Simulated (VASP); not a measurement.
# Ca2TaO3 (P6/mmm) in VASP: a series of runs

Runs on Ca2TaO3. Level: PBE. Tasks: single point.

Everything below comes from runs of VASP 6.6.1. Logs are shortened: lines on timing, memory, paths and dates and some standing lists are left out, and cuts for length are marked.

### 1 The cell of the first run

The structure is hexagonal, space group P6/mmm (No. 191). Conventional cell: a = 4.020 Å, b = 4.020 Å, c = 7.326 Å, α = 90.00°, β = 90.00°, γ = 120.00°. Ca (site symmetry 6mm) has 1 O at 1.52 Å within 2.0 Å. Within 2.8 Å of Ta (site symmetry 6/mmm) lie 2 Ca at 2.14 Å. O (site symmetry 6/mmm) has 2 Ca at 1.52 Å within 2.0 Å. Within 3.1 Å of O (site symmetry -6m2) lie 6 O at 2.32 Å and 6 Ca at 2.78 Å.

### 2 Single point, PBE

INCAR

```
PREC     = Accurate       # precision mode
ENCUT    = 600            # plane-wave cutoff, eV
EDIFF    = 1E-6           # SCF threshold, eV
ISMEAR   = 0              # smearing method
SIGMA    = 0.1            # smearing width, eV
LREAL    = False          # projectors in reciprocal space
LASPH    = True           # aspherical terms in the spheres
NELM     = 120            # most SCF steps
ALGO     = Normal         # electronic algorithm
ISIF     = 2              # what is computed and relaxed
LWAVE    = False          # write WAVECAR
LCHARG   = True           # write CHGCAR
GGA      = PE             # functional
LELF     = True           # ELF
LVHAR    = True         
NBANDS   = 34             # bands
GGA_COMPAT= False
```

KPOINTS

```
regular mesh
0
Gamma
  6 6 4
```

POSCAR

```
Ca2TaO3
1.0
    4.0202894800      0.0000000000      0.0000000000
   -2.0101447400      3.4816728200      0.0000000000
    0.0000000000      0.0000000000      7.3257312100
Ca Ta O
2 1 3
Direct
    0.0000000000      0.0000000000      0.2077621500
    0.0000000000      0.0000000000      0.7922378500
    0.0000000000      0.0000000000      0.5000000000
    0.0000000000      0.0000000000      0.0000000000
    0.3333333300      0.6666666700      0.0000000000
    0.6666666700      0.3333333300      0.0000000000
```

Potentials or basis: VASP PAW PBE potentials, release 64 (Ca_sv, Ta_pv, O).

The run is started by

```
$ cat potpaw_PBE.64/Ca_sv/POTCAR potpaw_PBE.64/Ta_pv/POTCAR potpaw_PBE.64/O/POTCAR > POTCAR
$ mpirun -np 1 vasp_std > vasp.out
```

OUTCAR:

```text
PREC = Accurate
   ENCUT = 600
   EDIFF = 1E-6
   ISMEAR = 0
   LREAL = False
   LASPH = True
   NELM = 120
   ISIF = 2
   GGA = PE

 ion  position               nearest neighbor table
   1  0.000  0.000  0.208-   4 1.52   3 2.14   2 3.04
   2  0.000  0.000  0.792-   4 1.52   3 2.14   1 3.04
   3  0.000  0.000  0.500-   1 2.14   2 2.14
   4  0.000  0.000  0.000-   1 1.52   2 1.52
   5  0.333  0.667  0.000-
   6  0.667  0.333  0.000-

  LATTYP: Found a hexagonal cell.
 ALAT       =     4.0202894800
 C/A-ratio  =     1.8221899807

  Lattice vectors:

 A1 = (   4.0202894800,   0.0000000000,   0.0000000000)
 A2 = (  -2.0101447400,   3.4816728200,   0.0000000000)
 A3 = (   0.0000000000,   0.0000000000,   7.3257312100)

Analysis of symmetry for initial positions (statically):
=====================================================================
 Subroutine PRICEL returns:
 Original cell was already a primitive cell.

 Routine SETGRP: Setting up the symmetry group for a
 hexagonal supercell.

 Subroutine GETGRP returns: Found 24 space group operations
 (whereof 24 operations were pure point group operations)
 out of a pool of 24 trial point group operations.

The static configuration has the point symmetry D_6h.

Analysis of symmetry for dynamics (positions and initial velocities):
=====================================================================
 Subroutine PRICEL returns:
 Original cell was already a primitive cell.

 Routine SETGRP: Setting up the symmetry group for a
 hexagonal supercell.

 Subroutine GETGRP returns: Found 24 space group operations
 (whereof 24 operations were pure point group operations)
 out of a pool of 24 trial point group operations.

The dynamic configuration has the point symmetry D_6h.

 Subroutine INISYM returns: Found 24 space group operations
 (whereof 24 operations are pure point group operations),
 and found     1 'primitive' translations

----------------------------------------------------------------------------------------

                                     Primitive cell

  volume of cell :     102.5407

  direct lattice vectors                    reciprocal lattice vectors
[... 87 lines left out ...]
   LSORBIT =      F    spin-orbit coupling
   LASPH  =      T    aspherical Exc in radial PAW
   ENCUT  =  600.0 eV  44.10 Ry    6.64 a.u.   8.03  8.03 14.63*2*pi/ulx,y,z
   NELM   =    120;   NELMIN=  2; NELMDL= -5     # of ELM steps
   EDIFF  = 0.1E-05   stopping-criterion for ELM
   LREAL  =      F    real-space projection
   EDIFFG = 0.1E-04   stopping-criterion for IOM
   NSW    =      0    number of steps for IOM
   IBRION =     -1    ionic relax: 0-MD 1-quasi-New 2-CG
   NFREE  =      0    steps in history (QN), initial steepest desc. (CG)
   ISIF   =      2    stress and relaxation
   ISYM   =      2    0-nonsym 1-usesym 2-fastsym
   POTIM  = 0.5000    time-step for ionic-motion
   TEBEG  =    0.0;   TEEND  =   0.0 temperature during run
   PSTRESS=    0.0 pullay stress
   NELECT =      49.0000    total number of electrons
   NUPDOWN=      -1.0000    fix difference up-down
   EMIN   =  10.00;   EMAX   =-10.00  energy-range for DOS
   EFERMI =   0.00;   METHOD = LEGACY
   ISMEAR =     0;   SIGMA  =   0.10  broadening in eV -4-tet -1-fermi 0-gaus
   EFERMI_NEDOS =   21; number of points for ismear=-14 and -15
   IALGO  =     38    algorithm
   IMIX   =      4    mixing-type and parameters
     AMIX     =   0.40;   BMIX     =  1.00
     AMIX_MAG =   1.60;   BMIX_MAG =  1.00
  volume/ion in A,a.u.               =      17.09       115.33
  Fermi-wavevector in a.u.,A,eV,Ry     =   1.279896  2.418653 22.288172  1.638134
  Thomas-Fermi vector in A             =   2.412355
   LORBIT       =      0    0 simple, 1 ext, 2 COOP (PROOUT), +10 PAW based schemes
   GGA     = PE    functional components
   LHFCALC =     F    Hartree Fock is set to
   AEXX    =    0.0000 exact exchange contribution
   IVDW    =     0    specifies the selected vdW correction
   LEPSILON=     F    determine dielectric tensor
   LRPA    =     F    only Hartree local field effects (RPA)
 non-spin polarized calculation
 Gauss-broadening in eV      SIGMA  =   0.10
  energy-cutoff  :      600.00
  volume of cell :      102.54
 maximum number of plane-waves:      3442
   NGX = 17   NGY = 17   NGZ = 29

 number of electron      48.9999997 magnetization

 Free energy of the ion-electron system (eV)
  ---------------------------------------------------
  ext. energy  EPLUGINS =         0.00000000
  ---------------------------------------------------
  free energy    TOTEN  =       -16.65391051 eV

  energy without entropy =      -16.59890327  energy(sigma->0) =      -16.62640689

 E-fermi :   2.1376     XC(G=0):  -9.7627

 val. band max:        2.1036059495   @ k =   0.3333   0.1667   0.5000
 cond. band min:       2.1405971988   @ k =   0.1667   0.1667   0.5000
 fundamental gap:      0.0369912493
 Fermi energy:         2.1376184209

 k-point     1 :       0.0000    0.0000    0.0000
  band No.  band energies     occupation
      1     -37.0142      2.00000
      2     -36.8629      2.00000
      3     -32.6124      2.00000
      4     -32.5041      2.00000
      5     -32.5041      2.00000
      6     -22.8766      2.00000
[... 766 lines left out ...]
     33       7.6600      0.00000
     34       9.1684      0.00000

------------------------ aborting loop because EDIFF is reached ----------------------------------------

  FORCE on cell =-STRESS in cart. coord.  units (eV):
  Direction    XX          YY          ZZ          XY          YZ          ZX
  --------------------------------------------------------------------------------------
  -------------------------------------------------------------------------------------
  Total       -4.0528857     -4.0528857     81.7330494      0.0000000      0.0000000      0.0000000
  in kB      -63.3255063    -63.3255063   1277.0621172      0.0000000      0.0000000      0.0000000
  external PRESSURE =     383.4703682 kB  Pullay stress =       0.0000000 kB

 VOLUME and BASIS-vectors are now :
 -----------------------------------------------------------------------------
  energy-cutoff  :      600.00
  volume of cell :      102.54
      direct lattice vectors                 reciprocal lattice vectors
     4.020289480  0.000000000  0.000000000     0.248738307  0.143609129  0.000000000
    -2.010144740  3.481672820  0.000000000     0.000000000  0.287218257  0.000000000
     0.000000000  0.000000000  7.325731210     0.000000000  0.000000000  0.136505145

 POSITION                                       TOTAL-FORCE (eV/Angst)
 -----------------------------------------------------------------------------------
      0.00000      0.00000      1.52201        -0.000000      0.000000     10.750706
      0.00000      0.00000      5.80372        -0.000000      0.000000    -10.750706
      0.00000      0.00000      3.66287        -0.000000     -0.000000      0.000000
      0.00000      0.00000      0.00000        -0.000000     -0.000000      0.000000
     -0.00000      2.32112      0.00000        -0.000000     -0.000000     -0.000000
      2.01014      1.16056      0.00000         0.000000     -0.000000      0.000000
 -----------------------------------------------------------------------------------
    total drift:                               -0.000000      0.000000      0.000000

  FREE ENERGIE OF THE ION-ELECTRON SYSTEM (eV)
  ---------------------------------------------------
  free  energy   TOTEN  =       -16.6539105054 eV

  energy  without entropy=      -16.5989032705  energy(sigma->0) =      -16.62640689
```

It took 4.5 min on 1 thread of AMD EPYC 7R13, shared host; peak memory 0.25 GiB.

What came out:

| Quantity | Value |
| --- | --- |
| Free energy | -16.6539 eV |
| Pressure | 38.3 GPa |
| Largest force | 10.751 eV/Å |

Forces on the atoms (eV/Å):
```
Ca    0.000   0.000  10.751
Ca    0.000   0.000 -10.751
Ta    0.000   0.000   0.000
O     0.000   0.000   0.000
O     0.000   0.000   0.000
O     0.000   0.000   0.000
```

Stress tensor (GPa, compression positive):
```
 -6.33   0.00   0.00
  0.00  -6.33   0.00
  0.00   0.00 127.71
```

Levels at points of the mesh, in eV from the Fermi level:
```csv
k point,band 21,band 22,band 23,band 24,band 25,band 26,band 27,band 28
"(0.00, 0.00, 0.00)",-1.47,-0.69,-0.06,-0.06,0.47,0.47,0.92,0.92
"(0.50, 0.00, 0.00)",-1.33,-1.28,-1.11,-0.26,-0.24,0.23,0.65,1.95
"(0.00, 0.00, 0.50)",-2.41,-0.69,0.27,0.27,0.44,0.44,1.18,1.18
"(0.50, 0.00, 0.50)",-1.49,-0.95,-0.72,0.07,0.24,0.45,0.50,1.94
```

Caveat: spin-orbit coupling is left out, which moves the levels of the heavy elements; an odd number of electrons without spin polarisation forces a metal; a magnetic or distorted state may lie lower.

### 3 Single point, PBE, collinear spin, ferromagnetic start

INCAR

```
ALGO = Normal
EDIFF = 1E-6
ENCUT = 600
GGA = PE
GGA_COMPAT = F
ISIF = 2
ISMEAR = 0
ISPIN = 2
LASPH = T
LCHARG = F
LMAXMIX = 4
LORBIT = 11
LREAL = F
LWAVE = F
MAGMOM = 0 0 1 0 0 0
NBANDS = 38
NELM = 200
PREC = Accurate
SIGMA = 0.1
```

KPOINTS

```
k-points
0
Gamma
  6 6 4
```

POSCAR is that of step 2.

Potentials or basis: VASP PAW PBE potentials, release 64 (Ca_sv, Ta_pv, O).

The run is started by

```
$ cat potpaw_PBE.64/Ca_sv/POTCAR potpaw_PBE.64/Ta_pv/POTCAR potpaw_PBE.64/O/POTCAR > POTCAR
$ mpirun -np 1 vasp_std > vasp.out
```

It took 9.5 min on 1 thread of AMD EPYC 7R13, shared host; peak memory 0.35 GiB.

Results (log left out):

| Quantity | Value |
| --- | --- |
| Free energy | -16.8102 eV |
| Pressure | 38.9 GPa |
| Largest force | 10.192 eV/Å |
| Net moment | 2.43 μB per cell |
| Site moments | Ca +0.08; Ta +1.29; O +0.07, +0.08 μB |
| Valence electrons inside the program's atomic spheres | Ca 9.23; Ta 9.02; O 5.34, 4.73 |

Forces in eV/Å, atoms in the order of the input:
```
Ca    0.000   0.000  10.192
Ca    0.000   0.000 -10.192
Ta    0.000   0.000   0.000
O     0.000   0.000   0.000
O     0.000   0.000   0.000
O     0.000   0.000   0.000
```

Stress tensor (GPa, compression positive):
```
 -5.46   0.00   0.00
  0.00  -5.46   0.00
  0.00   0.00 127.76
```

Levels at points of the mesh, in eV from the Fermi level:
Spin up:
| k point | band 23 | band 24 | band 25 | band 26 | band 27 | band 28 | band 29 | band 30 |
| --- | --- | --- | --- | --- | --- | --- | --- | --- |
| (0.00, 0.00, 0.00) | -0.71 | -0.71 | -0.01 | -0.01 | 0.85 | 0.85 | 2.22 | 2.49 |
| (0.50, 0.00, 0.00) | -1.35 | -0.91 | -0.36 | 0.17 | 0.33 | 1.45 | 1.61 | 2.80 |
| (0.00, 0.00, 0.50) | -0.29 | -0.29 | -0.04 | -0.04 | 1.01 | 1.02 | 1.02 | 4.41 |
| (0.50, 0.00, 0.50) | -1.19 | -0.08 | -0.04 | 0.06 | 0.18 | 1.44 | 1.68 | 3.57 |
Spin down:
```csv
k point,band 19,band 20,band 21,band 22,band 23,band 24,band 25,band 26,band 27,band 28
"(0.00, 0.00, 0.00)",-3.12,-3.12,-1.52,-0.63,0.45,0.45,0.98,0.98,1.07,1.07
"(0.50, 0.00, 0.00)",-1.74,-1.49,-1.16,-0.92,-0.65,-0.09,0.24,0.37,0.93,2.46
"(0.00, 0.00, 0.50)",-3.12,-3.12,-2.22,-0.63,0.66,0.66,0.94,0.94,1.36,1.47
"(0.50, 0.00, 0.50)",-2.13,-1.90,-1.33,-0.61,-0.38,0.34,0.37,0.73,1.00,2.48
```

Caveat: spin-orbit coupling is left out, which moves the levels of the heavy elements; forces of over 1 eV/Å act on the atoms, so gaps and moduli don't describe the material at rest.
